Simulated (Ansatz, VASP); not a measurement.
# Ir in VASP and in Ansatz

Contents of INCAR:

```
  PREC = Accurate
  ENCUT = 560
  EDIFF = 1E-6
  ISMEAR = -1
  SIGMA = 0.08
  LREAL = False
  LASPH = True
  NELM = 120
  ALGO = Normal
  ISIF = 2
  LWAVE = False
  LCHARG = False
  GGA = PS
  NBANDS = 24
  GGA_COMPAT = False
```

Contents of KPOINTS:

```
regular mesh
0
Gamma
  16 16 9
```

Contents of POSCAR:

```
Ir
1.0
    2.3866999356      0.0000000000      0.0000000000
   -1.1933499678      2.0669427754      0.0000000000
    0.0000000000      0.0000000000      3.8934104508
Ir
2
Direct
    0.3333333333      0.6666666667      0.2500000000
    0.6666666667      0.3333333333      0.7500000000
```

Input for Ansatz:

```yaml
crystal:
  lattice:
    - [2.3866999356, 0.0, 0.0]
    - [-1.1933499678, 2.0669427754, 0.0]
    - [0.0, 0.0, 3.8934104508]
  atoms:
    - { symbol: Ir, position: [0.3333333333, 0.6666666667, 0.25] }
    - { symbol: Ir, position: [0.6666666667, 0.3333333333, 0.75] }
kpoints:
  mp_grid: { grid: [16, 16, 9] }
scf:
  occupations: { method: fermi_dirac, width: 0.08 }
hamiltonian:
  xc: pbesol
  pseudopotentials: { kind: paw }
output:
  forces: true
  stress: true
  eigenvalues: true
  populations: true
```

Change from the starting cell: volume scaled by 0.68, PAW files.

Alike in both runs: task single point; functional PBEsol; k mesh 16 × 16 × 9; occupations fermi-dirac, width 0.08 eV; no spin polarisation.

```csv
,VASP,Ansatz
version,VASP 6.6.1,Ansatz 0.2.0
potentials or method,"VASP PAW PBE potentials, release 64 (Ir_sv_GW)","PAW with Ansatz's default frozen-core files, scalar-relativistic"
plane-wave cutoff (eV),560,420
valence electrons in the cell,34,34
```

Ansatz gave:

- pressure (GPa): 375.2
- traceless stress, the component that is largest in VASP (GPa): 0.03

Problem. Which values does VASP return?

Solution. Pressure (GPa): 373.3; traceless stress, the component that is largest in VASP (GPa): -0.08.

VASP's potentials were made for PBE, not for PBEsol. Both programs put the cell under a high pressure, so it lies far from rest at this level.

Neither program's run includes spin-orbit coupling. Noted on VASP's run: the cell as given lies far from equilibrium.
